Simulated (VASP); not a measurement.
The system is SiC.

```
Si C
1.0
     0.00000    2.17805    2.17805
     2.17805    0.00000    2.17805
     2.17805    2.17805    0.00000
Si C
1 1
Direct
  0.00000 0.00000 0.00000
  0.25000 0.25000 0.25000
```

Base run:

```yaml
Program: VASP 6.6.1
Functional: r2SCAN
Potentials_or_basis: VASP PAW PBE potentials, release 64 (Si, C)
Cutoff: 520 eV
k_mesh: 8 × 8 × 8
Occupations: gaussian, width 0.01 eV
Spin: no spin polarisation
```

Its results: band gap on the k mesh 1.72 eV (least direct gap 5.06 eV); pressure -0.1 GPa.

Q: The run is repeated on the same cell with these changes: functional from r2SCAN to HSE06; k mesh from 8 × 8 × 8 to 6 × 6 × 6. What comes out?

A: Band gap on the k mesh 2.23 eV (least direct gap 5.73 eV); pressure -1.5 GPa.

Several settings changed at once.

Caveats: the PAW data sets were made with another functional, which shifts forces and pressure a little.

A k mesh can miss the band edges.
